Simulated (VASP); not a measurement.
# WS2 in VASP: notebook

WS2 is run at these levels: PBEsol; tasks: single point.

Everything below comes from runs of VASP 6.6.1. Logs are shortened: lines on timing, memory, paths and dates and some standing lists are left out, and cuts for length are marked.

## 1. The cell of the first run

The cell holds a slab with vacuum, 6 atoms: a = 3.146 Å, b = 3.146 Å, c = 23.567 Å, α = 90.00°, β = 90.00°, γ = 120.00°.

## 2. Single point, PBEsol

Contents of INCAR:

```
SYSTEM = WS2
ALGO     = Normal         ! electronic algorithm
EDIFF    = 1E-7           ! SCF threshold, eV
ENCUT    = 520            ! plane-wave cutoff, eV
GGA      = PS             ! functional
ISIF     = 2              ! what is computed and relaxed
ISMEAR   = 0              ! smearing method
LASPH    = .True.         ! aspherical terms in the spheres
LCHARG   = .False.        ! write CHGCAR
LREAL    = .False.        ! projectors in reciprocal space
LWAVE    = .False.        ! write WAVECAR
NBANDS   = 35             ! bands
NELM     = 80             ! most SCF steps
PREC     = Accurate       ! precision mode
SIGMA    = 0.02           ! smearing width, eV
```

Contents of KPOINTS:

```
k-points
0
Gamma
  12 12 2
  0 0 0
```

Contents of POSCAR:

```
WS2
1.0
    3.1458813836      0.0000000000      0.0000000000
   -1.5729406918      2.7244131955      0.0000000000
    0.0000000000      0.0000000000     23.5674572586
W S
2 4
Direct
    0.3333333333      0.6666666667      0.6345758579
    0.6666666667      0.3333333333      0.3654241421
    0.3333333333      0.6666666667      0.2989469828
    0.6666666667      0.3333333333      0.5680493466
    0.3333333333      0.6666666667      0.4319506534
    0.6666666667      0.3333333333      0.7010530172
```

Potentials or basis: VASP PAW PBE potentials, release 64 (W_sv, S).

On the command line:

```
> cat potpaw_PBE.64/W_sv/POTCAR potpaw_PBE.64/S/POTCAR > POTCAR
> mpirun -np 1 vasp_std > vasp.out
```

OUTCAR:

```text
SYSTEM = WS2
   EDIFF = 1E-7
   ENCUT = 520
   GGA = PS
   ISIF = 2
   ISMEAR = 0
   LASPH = .True.
   LREAL = .False.
   NELM = 80
   PREC = Accurate

 ion  position               nearest neighbor table
   1  0.333  0.667  0.635-   6 2.40   6 2.40   6 2.40   4 2.40   4 2.40   4 2.40
   2  0.667  0.333  0.365-   3 2.40   3 2.40   3 2.40   5 2.40   5 2.40   5 2.40
   3  0.333  0.667  0.299-   2 2.40   2 2.40   2 2.40
   4  0.667  0.333  0.568-   1 2.40   1 2.40   1 2.40
   5  0.333  0.667  0.432-   2 2.40   2 2.40   2 2.40
   6  0.667  0.333  0.701-   1 2.40   1 2.40   1 2.40

  LATTYP: Found a hexagonal cell.
 ALAT       =     3.1458813836
 C/A-ratio  =     7.4915276150

  Lattice vectors:

 A1 = (   3.1458813836,   0.0000000000,   0.0000000000)
 A2 = (  -1.5729406918,   2.7244131955,   0.0000000000)
 A3 = (   0.0000000000,   0.0000000000,  23.5674572586)

Analysis of symmetry for initial positions (statically):
=====================================================================
 Subroutine PRICEL returns:
 Original cell was already a primitive cell.

 Routine SETGRP: Setting up the symmetry group for a
 hexagonal supercell.

 Subroutine GETGRP returns: Found 12 space group operations
 (whereof 12 operations were pure point group operations)
 out of a pool of 24 trial point group operations.

The static configuration has the point symmetry D_3d.

Analysis of symmetry for dynamics (positions and initial velocities):
=====================================================================
 Subroutine PRICEL returns:
 Original cell was already a primitive cell.

 Routine SETGRP: Setting up the symmetry group for a
 hexagonal supercell.

 Subroutine GETGRP returns: Found 12 space group operations
 (whereof 12 operations were pure point group operations)
 out of a pool of 24 trial point group operations.

The dynamic configuration has the point symmetry D_3d.

 Subroutine INISYM returns: Found 12 space group operations
 (whereof 12 operations are pure point group operations),
 and found     1 'primitive' translations

----------------------------------------------------------------------------------------

                                     Primitive cell

  volume of cell :     201.9892

  direct lattice vectors                    reciprocal lattice vectors
     3.145881384  0.000000000  0.000000000     0.317875939  0.183525759  0.000000000
    -1.572940692  2.724413195  0.000000000     0.000000000  0.367051518  0.000000000
     0.000000000  0.000000000 23.567457259     0.000000000  0.000000000  0.042431391

  length of vectors
     3.145881384  3.145881384 23.567457259     0.367051518  0.367051518  0.042431391

  position of ions in fractional coordinates (direct lattice)
     0.333333333  0.666666667  0.634575858
     0.666666667  0.333333333  0.365424142
     0.333333333  0.666666667  0.298946983
     0.666666667  0.333333333  0.568049347
     0.333333333  0.666666667  0.431950653
     0.666666667  0.333333333  0.701053017

  ion indices of the primitive-cell ions
   primitive index   ion index
                 1           1
                 2           2
                 3           3
                 4           4
                 5           5
                 6           6

----------------------------------------------------------------------------------------

 KPOINTS: k-points

Automatic generation of k-mesh.
 Grid dimensions read from file:
 generate k-points for:   12   12    2

 Generating k-lattice:

  Cartesian coordinates                     Fractional coordinates (reciprocal lattice)
     0.026489662  0.015293813  0.000000000     0.083333333  0.000000000  0.000000000
     0.000000000  0.030587627  0.000000000     0.000000000  0.083333333  0.000000000
     0.000000000  0.000000000  0.021215696     0.000000000  0.000000000  0.500000000

  Length of vectors
     0.030587627  0.030587627  0.021215696

  Shift w.r.t. Gamma in fractional coordinates (k-lattice)
     0.000000000  0.000000000  0.000000000

 Subroutine IBZKPT returns following result:
 ===========================================

 Found     38 irreducible k-points:

 Following reciprocal coordinates:
            Coordinates               Weight
  0.000000  0.000000  0.000000      1.000000
  0.083333  0.000000  0.000000      6.000000
  0.166667  0.000000  0.000000      6.000000
  0.250000 -0.000000  0.000000      6.000000
  0.333333  0.000000  0.000000      6.000000
  0.416667  0.000000  0.000000      6.000000
[... 16 lines left out ...]
  0.250000 -0.000000  0.500000      6.000000
  0.333333  0.000000  0.500000      6.000000
 [... further k-points ...]
   k-points           NKPTS =     38   k-points in BZ     NKDIM =     38   number of bands    NBANDS=     35
   number of dos      NEDOS =    301   number of ions     NIONS =      6
   total plane-waves  NPLWV = 103680
   dimension x,y,z NGX =    24 NGY =   24 NGZ =  180
   dimension x,y,z NGXF=    48 NGYF=   48 NGZF=  360
   ions per type =               2   4
   NGX,Y,Z   is equivalent  to a cutoff of  12.68, 12.68, 12.70 a.u.
   NGXF,Y,Z  is equivalent  to a cutoff of  25.37, 25.37, 25.39 a.u.
 SYSTEM =  WS2
   PREC   = accura    normal or accurate (medium, high low for compatibility)
   ISTART =      0    job   : 0-new  1-cont  2-samecut
   ICHARG =      2    charge: 1-file 2-atom 10-const
   ISPIN  =      1    spin polarized calculation?
   LNONCOLLINEAR =      F non collinear calculations
   LSORBIT =      F    spin-orbit coupling
   LASPH  =      T    aspherical Exc in radial PAW
   ENCUT  =  520.0 eV  38.22 Ry    6.18 a.u.   5.85  5.85 43.82*2*pi/ulx,y,z
   NELM   =     80;   NELMIN=  2; NELMDL= -5     # of ELM steps
   EDIFF  = 0.1E-06   stopping-criterion for ELM
   LREAL  =      F    real-space projection
   EDIFFG = 0.1E-05   stopping-criterion for IOM
   NSW    =      0    number of steps for IOM
   IBRION =     -1    ionic relax: 0-MD 1-quasi-New 2-CG
   NFREE  =      0    steps in history (QN), initial steepest desc. (CG)
   ISIF   =      2    stress and relaxation
   ISYM   =      2    0-nonsym 1-usesym 2-fastsym
   POTIM  = 0.5000    time-step for ionic-motion
   TEBEG  =    0.0;   TEEND  =   0.0 temperature during run
   PSTRESS=    0.0 pullay stress
   NELECT =      52.0000    total number of electrons
   NUPDOWN=      -1.0000    fix difference up-down
   EMIN   =  10.00;   EMAX   =-10.00  energy-range for DOS
   EFERMI =   0.00;   METHOD = LEGACY
   ISMEAR =     0;   SIGMA  =   0.02  broadening in eV -4-tet -1-fermi 0-gaus
   EFERMI_NEDOS =   21; number of points for ismear=-14 and -15
   IALGO  =     38    algorithm
   IMIX   =      4    mixing-type and parameters
     AMIX     =   0.40;   BMIX     =  1.00
     AMIX_MAG =   1.60;   BMIX_MAG =  1.00
  volume/ion in A,a.u.               =      33.66       227.18
  Fermi-wavevector in a.u.,A,eV,Ry     =   1.041438  1.968032 14.756774  1.084592
  Thomas-Fermi vector in A             =   2.176058
   LORBIT       =      0    0 simple, 1 ext, 2 COOP (PROOUT), +10 PAW based schemes
   GGA     = PS    functional components
   LHFCALC =     F    Hartree Fock is set to
   AEXX    =    0.0000 exact exchange contribution
   IVDW    =     0    specifies the selected vdW correction
   LEPSILON=     F    determine dielectric tensor
   LRPA    =     F    only Hartree local field effects (RPA)
 non-spin polarized calculation
 Gauss-broadening in eV      SIGMA  =   0.02
  energy-cutoff  :      520.00
  volume of cell :      201.99
 maximum number of plane-waves:      5476
 NGX is ok and might be reduce to    24
   NGX = 11   NGY = 11   NGZ = 87

 number of electron      51.9999987 magnetization

 Free energy of the ion-electron system (eV)
  ---------------------------------------------------
  ext. energy  EPLUGINS =         0.00000000
  ---------------------------------------------------
  free energy    TOTEN  =       -50.52448872 eV

  energy without entropy =      -50.52448872  energy(sigma->0) =      -50.52448872

 E-fermi :   1.2516     XC(G=0):  -6.2572

 val. band max:        1.1289865753   @ k =   0.0000   0.0000   0.5000
 cond. band min:       2.6668737275   @ k =   0.1667   0.1667   0.0000
 fundamental gap:      1.5378871522
 Fermi energy:         1.2515958857

 k-point     1 :       0.0000    0.0000    0.0000
  band No.  band energies     occupation
      1     -73.0573      2.00000
      2     -73.0573      2.00000
      3     -37.3356      2.00000
      4     -37.3356      2.00000
      5     -37.1411      2.00000
      6     -37.1411      2.00000
[... 27 lines left out ...]
     34       4.0405      0.00000
     35       6.0031      0.00000

 k-point     2 :       0.0833    0.0000    0.0000
  band No.  band energies     occupation
      1     -73.0559      2.00000
      2     -73.0559      2.00000
      3     -37.3308      2.00000
      4     -37.3308      2.00000
      5     -37.1673      2.00000
      6     -37.1673      2.00000
[... 27 lines left out ...]
     34       4.0696      0.00000
     35       6.2493      0.00000

 k-point     3 :       0.1667    0.0000    0.0000
  band No.  band energies     occupation
      1     -73.0523      2.00000
      2     -73.0522      2.00000
      3     -37.3179      2.00000
      4     -37.3179      2.00000
      5     -37.2381      2.00000
      6     -37.2381      2.00000
[... 27 lines left out ...]
     34       4.5926      0.00000
     35       6.6961      0.00000

 k-point     4 :       0.2500   -0.0000    0.0000
  band No.  band energies     occupation
      1     -73.0473      2.00000
      2     -73.0473      2.00000
      3     -37.3336      2.00000
      4     -37.3336      2.00000
      5     -37.3002      2.00000
      6     -37.3002      2.00000
[... 27 lines left out ...]
     34       5.1332      0.00000
     35       7.3144      0.00000

 k-point     5 :       0.3333    0.0000    0.0000
  band No.  band energies     occupation
      1     -73.0423      2.00000
      2     -73.0423      2.00000
      3     -37.4275      2.00000
      4     -37.4275      2.00000
      5     -37.2824      2.00000
      6     -37.2824      2.00000
[... 638 lines left out ...]
 k-point    22 :       0.1667    0.0000    0.5000
  band No.  band energies     occupation
      1     -73.0523      2.00000
      2     -73.0522      2.00000
      3     -37.3179      2.00000
      4     -37.3179      2.00000
      5     -37.2381      2.00000
      6     -37.2381      2.00000
[... 27 lines left out ...]
     34       4.5926      0.00000
     35       6.6963      0.00000

 k-point    23 :       0.2500   -0.0000    0.5000
  band No.  band energies     occupation
      1     -73.0473      2.00000
      2     -73.0473      2.00000
      3     -37.3336      2.00000
      4     -37.3336      2.00000
      5     -37.3002      2.00000
      6     -37.3002      2.00000
[... 27 lines left out ...]
     34       5.1332      0.00000
     35       7.3046      0.00000

 k-point    24 :       0.3333    0.0000    0.5000
  band No.  band energies     occupation
      1     -73.0423      2.00000
      2     -73.0423      2.00000
      3     -37.4275      2.00000
      4     -37.4275      2.00000
      5     -37.2824      2.00000
      6     -37.2824      2.00000
[... 27 lines left out ...]
     34       5.5225      0.00000
     35       7.4113      0.00000

 [... further k-points ...]

------------------------ aborting loop because EDIFF is reached ----------------------------------------

  FORCE on cell =-STRESS in cart. coord.  units (eV):
  Direction    XX          YY          ZZ          XY          YZ          ZX
  --------------------------------------------------------------------------------------
  -------------------------------------------------------------------------------------
  Total        0.0772923      0.0772923      0.0828514      0.0000000      0.0000000      0.0000000
  in kB        0.6130820      0.6130820      0.6571771      0.0000000      0.0000000      0.0000000
  external PRESSURE =       0.6277804 kB  Pullay stress =       0.0000000 kB

 VOLUME and BASIS-vectors are now :
 -----------------------------------------------------------------------------
  energy-cutoff  :      520.00
  volume of cell :      201.99
      direct lattice vectors                 reciprocal lattice vectors
     3.145881384  0.000000000  0.000000000     0.317875939  0.183525759  0.000000000
    -1.572940692  2.724413195  0.000000000     0.000000000  0.367051518  0.000000000
     0.000000000  0.000000000 23.567457259     0.000000000  0.000000000  0.042431391

 POSITION                                       TOTAL-FORCE (eV/Angst)
 -----------------------------------------------------------------------------------
     -0.00000      1.81628     14.95534        -0.000000      0.000000      0.001246
      1.57294      0.90814      8.61212         0.000000      0.000000     -0.001246
     -0.00000      1.81628      7.04542        -0.000000      0.000000     -0.020790
      1.57294      0.90814     13.38748        -0.000000      0.000000     -0.020415
     -0.00000      1.81628     10.17998         0.000000      0.000000      0.020415
      1.57294      0.90814     16.52204         0.000000     -0.000000      0.020790
 -----------------------------------------------------------------------------------
    total drift:                                0.000000      0.000000      0.000000

  FREE ENERGIE OF THE ION-ELECTRON SYSTEM (eV)
  ---------------------------------------------------
  free  energy   TOTEN  =       -50.5244887220 eV

  energy  without entropy=      -50.5244887220  energy(sigma->0) =      -50.52448872
```

Run time: 13 min. Hardware: 1 thread of Intel Xeon 8259CL, shared host; peak memory 0.44 GiB.

Results:

- Free energy: -50.5245 eV
- Largest force: 0.021 eV/Å
- Band gap on the k mesh: 1.54 eV (least direct gap 1.91 eV)

Forces on the atoms (eV/Å):
```
W    0.000  0.000  0.001
W    0.000  0.000 -0.001
S    0.000  0.000 -0.021
S    0.000  0.000 -0.020
S    0.000  0.000  0.020
S    0.000  0.000  0.021
```

Caveat: the PAW data sets were made with another functional, which shifts forces and pressure a little; spin-orbit coupling is left out, which moves the levels of the heavy elements.

(Continued in part 2 of 2.)
